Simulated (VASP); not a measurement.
# Ga2O3 (R-3c) in VASP: single point with PBE

Aim: the single point of Ga2O3 with PBE.

Program: VASP 6.6.1. These are calculated values, not measurements. Logs are shortened: lines on timing, memory, paths and dates and some standing lists are left out, and cuts for length are marked.

## Step 1: The cell of the first run

Symmetry: R-3c, No. 167, trigonal system. Conventional cell: a = 5.058 Å, b = 5.058 Å, c = 13.623 Å, α = 90.00°, β = 90.00°, γ = 120.00°. Within 2.6 Å of Ga (site symmetry 3) lie 6 O at 1.95 to 2.10 Å. Within 2.9 Å of O (site symmetry 2) lie 4 Ga at 1.95 to 2.10 Å and 8 O at 2.66 to 2.88 Å.

## Step 2: Single point, PBE

The input, INCAR:

```
SYSTEM = Ga2O3
  PREC = Accurate
  ENCUT = 600
  EDIFF = 1E-6
  ISMEAR = 0
  SIGMA = 0.02
  LREAL = .False.
  LASPH = .True.
  NELM = 120
  ALGO = Normal
  ISIF = 2
  LWAVE = .False.
  LCHARG = .False.
  GGA = PE
  NBANDS = 55
  GGA_COMPAT = .False.
```

The input, KPOINTS:

```
Automatic mesh
0
Gamma
  6 6 6
  0 0 0
```

The input, POSCAR:

```
Ga2O3
1.0
    2.5288743123      1.4600462649      4.5410643446
   -2.5288743123      1.4600462649      4.5410643446
    0.0000000000     -2.9200925299      4.5410643446
Ga O
4 6
Direct
    0.8558429399      0.8558429399      0.8558429399
    0.6441570601      0.6441570601      0.6441570601
    0.1441570601      0.1441570601      0.1441570601
    0.3558429399      0.3558429399      0.3558429399
    0.7500000000      0.4468704828      0.0531295172
    0.4468704828      0.0531295172      0.7500000000
    0.0531295172      0.7500000000      0.4468704828
    0.2500000000      0.5531295172      0.9468704828
    0.9468704828      0.2500000000      0.5531295172
    0.5531295172      0.9468704828      0.2500000000
```

Potentials or basis: VASP PAW PBE potentials, release 64 (Ga_d, O).

The run is started by

```bash
cat potpaw_PBE.64/Ga_d/POTCAR potpaw_PBE.64/O/POTCAR > POTCAR
mpirun -np 1 vasp_std > vasp.out
```

OUTCAR:

```text
SYSTEM = Ga2O3
   PREC = Accurate
   ENCUT = 600
   EDIFF = 1E-6
   ISMEAR = 0
   LREAL = .False.
   LASPH = .True.
   NELM = 120
   ISIF = 2
   GGA = PE

 ion  position               nearest neighbor table
   1  0.856  0.856  0.856-   9 1.95  10 1.95   8 1.95   5 2.10   7 2.10   6 2.10   2 2.88
   2  0.644  0.644  0.644-   8 1.95  10 1.95   9 1.95   7 2.10   5 2.10   6 2.10   1 2.88
   3  0.144  0.144  0.144-   7 1.95   6 1.95   5 1.95   8 2.10   9 2.10  10 2.10   4 2.88
   4  0.356  0.356  0.356-   5 1.95   6 1.95   7 1.95   9 2.10   8 2.10  10 2.10   3 2.88
   5  0.750  0.447  0.053-   4 1.95   3 1.95   1 2.10   2 2.10
   6  0.447  0.053  0.750-   3 1.95   4 1.95   1 2.10   2 2.10
   7  0.053  0.750  0.447-   3 1.95   4 1.95   2 2.10   1 2.10
   8  0.250  0.553  0.947-   2 1.95   1 1.95   3 2.10   4 2.10
   9  0.947  0.250  0.553-   1 1.95   2 1.95   4 2.10   3 2.10
  10  0.553  0.947  0.250-   1 1.95   2 1.95   3 2.10   4 2.10

  LATTYP: Found a trigonal (rhomboedric) cell.
 ALAT       =     5.3989078307
 COS(alpha) =     0.5611938972

  Lattice vectors:

 A1 = (   2.5288743123,   1.4600462649,   4.5410643446)
 A2 = (  -2.5288743123,   1.4600462649,   4.5410643446)
 A3 = (   0.0000000000,  -2.9200925299,   4.5410643446)

Analysis of symmetry for initial positions (statically):
=====================================================================
 Subroutine PRICEL returns:
 Original cell was already a primitive cell.

 Routine SETGRP: Setting up the symmetry group for a
 trigonal (rhombohedral) supercell.

 Subroutine GETGRP returns: Found 12 space group operations
 (whereof  6 operations were pure point group operations)
 out of a pool of 12 trial point group operations.

The static configuration has the point symmetry S_6 .
 The point group associated with its full space group is D_3d.

Analysis of symmetry for dynamics (positions and initial velocities):
=====================================================================
 Subroutine PRICEL returns:
 Original cell was already a primitive cell.

 Routine SETGRP: Setting up the symmetry group for a
 trigonal (rhombohedral) supercell.

 Subroutine GETGRP returns: Found 12 space group operations
 (whereof  6 operations were pure point group operations)
 out of a pool of 12 trial point group operations.

The dynamic configuration has the point symmetry S_6 .
 The point group associated with its full space group is D_3d.

 Subroutine INISYM returns: Found 12 space group operations
 (whereof  6 operations are pure point group operations),
 and found     1 'primitive' translations

----------------------------------------------------------------------------------------

                                     Primitive cell

  volume of cell :     100.6011

  direct lattice vectors                    reciprocal lattice vectors
     2.528874312  1.460046265  4.541064345     0.197716430  0.114151634  0.073404230
    -2.528874312  1.460046265  4.541064345    -0.197716430  0.114151634  0.073404230
     0.000000000 -2.920092530  4.541064345     0.000000000 -0.228303268  0.073404230

  length of vectors
     5.398907831  5.398907831  5.398907831     0.239813601  0.239813601  0.239813601

  position of ions in fractional coordinates (direct lattice)
     0.855842940  0.855842940  0.855842940
     0.644157060  0.644157060  0.644157060
     0.144157060  0.144157060  0.144157060
     0.355842940  0.355842940  0.355842940
     0.750000000  0.446870483  0.053129517
     0.446870483  0.053129517  0.750000000
     0.053129517  0.750000000  0.446870483
     0.250000000  0.553129517  0.946870483
     0.946870483  0.250000000  0.553129517
     0.553129517  0.946870483  0.250000000

  ion indices of the primitive-cell ions
   primitive index   ion index
                 1           1
                 2           2
                 3           3
                 4           4
                 5           5
                 6           6
                 7           7
                 8           8
                 9           9
                10          10

----------------------------------------------------------------------------------------

 KPOINTS: Automatic mesh

Automatic generation of k-mesh.
 Grid dimensions read from file:
 generate k-points for:    6    6    6

 Generating k-lattice:

  Cartesian coordinates                     Fractional coordinates (reciprocal lattice)
     0.032952738  0.019025272  0.012234038     0.166666667  0.000000000  0.000000000
    -0.032952738  0.019025272  0.012234038     0.000000000  0.166666667  0.000000000
     0.000000000 -0.038050545  0.012234038     0.000000000  0.000000000  0.166666667

  Length of vectors
     0.039968933  0.039968933  0.039968933

  Shift w.r.t. Gamma in fractional coordinates (k-lattice)
     0.000000000  0.000000000  0.000000000

 Subroutine IBZKPT returns following result:
 ===========================================

 Found     32 irreducible k-points:

 Following reciprocal coordinates:
            Coordinates               Weight
  0.000000  0.000000  0.000000      1.000000
  0.166667  0.000000 -0.000000      6.000000
  0.333333  0.000000 -0.000000      6.000000
  0.500000  0.000000 -0.000000      3.000000
  0.166667  0.166667 -0.000000      6.000000
  0.333333  0.166667 -0.000000     12.000000
[... 16 lines left out ...]
  0.500000  0.500000  0.166667      6.000000
 -0.333333  0.500000  0.166667     12.000000
 [... further k-points ...]
   k-points           NKPTS =     32   k-points in BZ     NKDIM =     32   number of bands    NBANDS=     55
   number of dos      NEDOS =    301   number of ions     NIONS =     10
   total plane-waves  NPLWV = 110592
   dimension x,y,z NGX =    48 NGY =   48 NGZ =   48
   dimension x,y,z NGXF=    96 NGYF=   96 NGZF=   96
   ions per type =               4   6
   NGX,Y,Z   is equivalent  to a cutoff of  14.78, 14.78, 14.78 a.u.
   NGXF,Y,Z  is equivalent  to a cutoff of  29.56, 29.56, 29.56 a.u.
 SYSTEM =  Ga2O3
   PREC   = accura    normal or accurate (medium, high low for compatibility)
   ISTART =      0    job   : 0-new  1-cont  2-samecut
   ICHARG =      2    charge: 1-file 2-atom 10-const
   ISPIN  =      1    spin polarized calculation?
   LNONCOLLINEAR =      F non collinear calculations
   LSORBIT =      F    spin-orbit coupling
   LASPH  =      T    aspherical Exc in radial PAW
   ENCUT  =  600.0 eV  44.10 Ry    6.64 a.u.  10.78 10.78 10.78*2*pi/ulx,y,z
   NELM   =    120;   NELMIN=  2; NELMDL= -5     # of ELM steps
   EDIFF  = 0.1E-05   stopping-criterion for ELM
   LREAL  =      F    real-space projection
   EDIFFG = 0.1E-04   stopping-criterion for IOM
   NSW    =      0    number of steps for IOM
   IBRION =     -1    ionic relax: 0-MD 1-quasi-New 2-CG
   NFREE  =      0    steps in history (QN), initial steepest desc. (CG)
   ISIF   =      2    stress and relaxation
   ISYM   =      2    0-nonsym 1-usesym 2-fastsym
   POTIM  = 0.5000    time-step for ionic-motion
   TEBEG  =    0.0;   TEEND  =   0.0 temperature during run
   PSTRESS=    0.0 pullay stress
   NELECT =      88.0000    total number of electrons
   NUPDOWN=      -1.0000    fix difference up-down
   EMIN   =  10.00;   EMAX   =-10.00  energy-range for DOS
   EFERMI =   0.00;   METHOD = LEGACY
   ISMEAR =     0;   SIGMA  =   0.02  broadening in eV -4-tet -1-fermi 0-gaus
   EFERMI_NEDOS =   21; number of points for ismear=-14 and -15
   IALGO  =     38    algorithm
   IMIX   =      4    mixing-type and parameters
     AMIX     =   0.40;   BMIX     =  1.00
     AMIX_MAG =   1.60;   BMIX_MAG =  1.00
  volume/ion in A,a.u.               =      10.06        67.89
  Fermi-wavevector in a.u.,A,eV,Ry     =   1.565674  2.958696 33.352458  2.451336
  Thomas-Fermi vector in A             =   2.668116
   LORBIT       =      0    0 simple, 1 ext, 2 COOP (PROOUT), +10 PAW based schemes
   GGA     = PE    functional components
   LHFCALC =     F    Hartree Fock is set to
   AEXX    =    0.0000 exact exchange contribution
   IVDW    =     0    specifies the selected vdW correction
   LEPSILON=     F    determine dielectric tensor
   LRPA    =     F    only Hartree local field effects (RPA)
 non-spin polarized calculation
 Gauss-broadening in eV      SIGMA  =   0.02
  energy-cutoff  :      600.00
  volume of cell :      100.60
 maximum number of plane-waves:      3378
 NGX is ok and might be reduce to    48
   NGX = 21   NGY = 21   NGZ = 21

 number of electron      88.0000001 magnetization

 Free energy of the ion-electron system (eV)
  ---------------------------------------------------
  ext. energy  EPLUGINS =         0.00000000
  ---------------------------------------------------
  free energy    TOTEN  =       -59.40823927 eV

  energy without entropy =      -59.40823927  energy(sigma->0) =      -59.40823927

 E-fermi :   4.2214     XC(G=0): -11.9620

 val. band max:        4.1034636505   @ k =  -0.1667   0.1667   0.0000
 cond. band min:       6.4958424778   @ k =   0.0000   0.0000   0.0000
 fundamental gap:      2.3923788273
 Fermi energy:         4.2213973306

 k-point     1 :       0.0000    0.0000    0.0000
  band No.  band energies     occupation
      1     -14.5794      2.00000
      2     -12.7207      2.00000
      3     -12.7207      2.00000
      4     -12.6968      2.00000
      5     -12.6784      2.00000
      6     -12.6784      2.00000
[... 47 lines left out ...]
     54      14.9961      0.00000
     55      16.0670      0.00000

 k-point     2 :       0.1667    0.0000   -0.0000
  band No.  band energies     occupation
      1     -14.4614      2.00000
      2     -12.8431      2.00000
      3     -12.7327      2.00000
      4     -12.7280      2.00000
      5     -12.6875      2.00000
      6     -12.6672      2.00000
[... 47 lines left out ...]
     54      15.5939      0.00000
     55      15.8904      0.00000
[... 1216 lines left out ...]
     54      16.0212      0.00000
     55      16.1054      0.00000

 k-point    24 :      -0.3333    0.5000    0.1667
  band No.  band energies     occupation
      1     -13.6160      2.00000
      2     -13.3265      2.00000
      3     -13.0402      2.00000
      4     -12.9255      2.00000
      5     -12.7146      2.00000
      6     -12.6757      2.00000
[... 47 lines left out ...]
     54      15.8562      0.00000
     55      16.1469      0.00000

 [... further k-points ...]

------------------------ aborting loop because EDIFF is reached ----------------------------------------

  FORCE on cell =-STRESS in cart. coord.  units (eV):
  Direction    XX          YY          ZZ          XY          YZ          ZX
  --------------------------------------------------------------------------------------
  -------------------------------------------------------------------------------------
  Total        0.4693080      0.4693080      0.3956993      0.0000000     -0.0000000      0.0000000
  in kB        7.4742183      7.4742183      6.3019237      0.0000000     -0.0000000      0.0000000
  external PRESSURE =       7.0834534 kB  Pullay stress =       0.0000000 kB

 VOLUME and BASIS-vectors are now :
 -----------------------------------------------------------------------------
  energy-cutoff  :      600.00
  volume of cell :      100.60
      direct lattice vectors                 reciprocal lattice vectors
     2.528874312  1.460046265  4.541064345     0.197716430  0.114151634  0.073404230
    -2.528874312  1.460046265  4.541064345    -0.197716430  0.114151634  0.073404230
     0.000000000 -2.920092530  4.541064345     0.000000000 -0.228303268  0.073404230

 POSITION                                       TOTAL-FORCE (eV/Angst)
 -----------------------------------------------------------------------------------
      0.00000     -0.00000     11.65931         0.000000     -0.000000      0.011572
      0.00000     -0.00000      8.77548         0.000000      0.000000     -0.011572
      0.00000     -0.00000      1.96388         0.000000      0.000000     -0.011572
      0.00000     -0.00000      4.84772         0.000000     -0.000000      0.011572
      0.76658      1.59234      5.67633        -0.000267      0.000463      0.000000
      0.99572     -1.46005      5.67633         0.000535      0.000000     -0.000000
     -1.76230     -0.13230      5.67633        -0.000267     -0.000463      0.000000
     -0.76658     -1.59234      7.94686         0.000267     -0.000463      0.000000
      1.76230      0.13230      7.94686         0.000267      0.000463      0.000000
     -0.99572      1.46005      7.94686        -0.000535      0.000000     -0.000000
 -----------------------------------------------------------------------------------
    total drift:                               -0.000000     -0.000000      0.000000

  FREE ENERGIE OF THE ION-ELECTRON SYSTEM (eV)
  ---------------------------------------------------
  free  energy   TOTEN  =       -59.4082392704 eV

  energy  without entropy=      -59.4082392704  energy(sigma->0) =      -59.40823927
```

It took 10 min on 1 thread of Oxide Virtual Turin-like, shared host; peak memory 0.37 GiB.

What came out:

```
Free energy            : -59.4082 eV
Pressure               : 0.7 GPa
Largest force          : 0.012 eV/Å
Band gap on the k mesh : 2.39 eV (least direct gap 2.63 eV)
```

Forces in eV/Å, atoms in the order of the input:
```
Ga   0.000  0.000  0.012
Ga   0.000  0.000 -0.012
Ga   0.000  0.000 -0.012
Ga   0.000  0.000  0.012
O    0.000  0.000  0.000
O    0.001  0.000  0.000
O    0.000  0.000  0.000
O    0.000  0.000  0.000
O    0.000  0.000  0.000
O   -0.001  0.000  0.000
```

Stress tensor (GPa, compression positive):
```
0.75 0.00 0.00
0.00 0.75 0.00
0.00 0.00 0.63
```

Levels at points of the mesh, in eV from the valence-band top:
```csv
k point,band 40,band 41,band 42,band 43,band 44,band 45,band 46,band 47,band 48,band 49
"(0.00, 0.00, 0.00)",-0.32,-0.32,-0.31,-0.23,-0.23,2.39,6.30,6.55,8.50,9.85
"(0.50, 0.00, 0.00)",-1.17,-0.93,-0.93,-0.15,-0.15,6.01,6.01,6.37,6.37,9.63
"(0.50, 0.50, 0.00)",-0.97,-0.82,-0.69,-0.25,-0.15,6.12,6.34,7.23,7.26,8.47
"(0.50, 0.50, 0.50)",-1.42,-0.29,-0.29,-0.29,-0.29,5.47,5.47,7.48,7.48,9.19
```

A k mesh can miss the band edges.
